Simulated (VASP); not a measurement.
**W: single point with PBE**

The system is W.

```xyz
2
Lattice="0.0000 2.8664 2.8664 2.8664 0.0000 2.8664 2.8664 2.8664 0.0000" Properties=species:S:1:pos:R:3 pbc="T T T"
W    -0.7166   -0.7166   -0.7166
W     0.7166    0.7166    0.7166
```

This isn't the form of W at room conditions, which is bcc.

| Item | Value |
| --- | --- |
| Program | VASP 6.6.1 |
| Task | single point |
| Functional | PBE |
| Potentials or basis | VASP PAW PBE potentials, release 64 (W_sv) |
| Cutoff | 520 eV |
| k mesh | 12 × 12 × 12 |
| Occupations | fermi-dirac, width 0.1 eV |
| Spin | no spin polarisation |
| Dipole correction | no |
| Further INCAR settings | ALGO = Normal; EDIFF = 1e-06; NBANDS = 21 |

```json
{"Pressure": "7.5 GPa", "Band gap on the k mesh": "zero (bands 14 and 15 overlap by 0.92 eV)"}
```

Levels at points of the mesh, in eV from the Fermi level:
| k point | band 12 | band 13 | band 14 | band 15 | band 16 | band 17 |
| --- | --- | --- | --- | --- | --- | --- |
| (0.00, 0.00, 0.00) | -1.14 | -1.14 | -1.14 | 1.60 | 1.60 | 1.60 |
| (0.50, 0.00, 0.00) | -1.81 | -1.34 | -1.34 | -0.37 | 2.83 | 2.83 |
| (0.50, 0.50, 0.00) | -1.25 | -1.25 | -1.25 | 1.07 | 1.07 | 4.80 |

It took 94 s on 1 thread of Intel Xeon 8259CL, on a shared host, peak memory 0.2 GiB.

Caveat: the cell stands under pressure; spin-orbit coupling is left out, which moves the levels of the heavy elements.
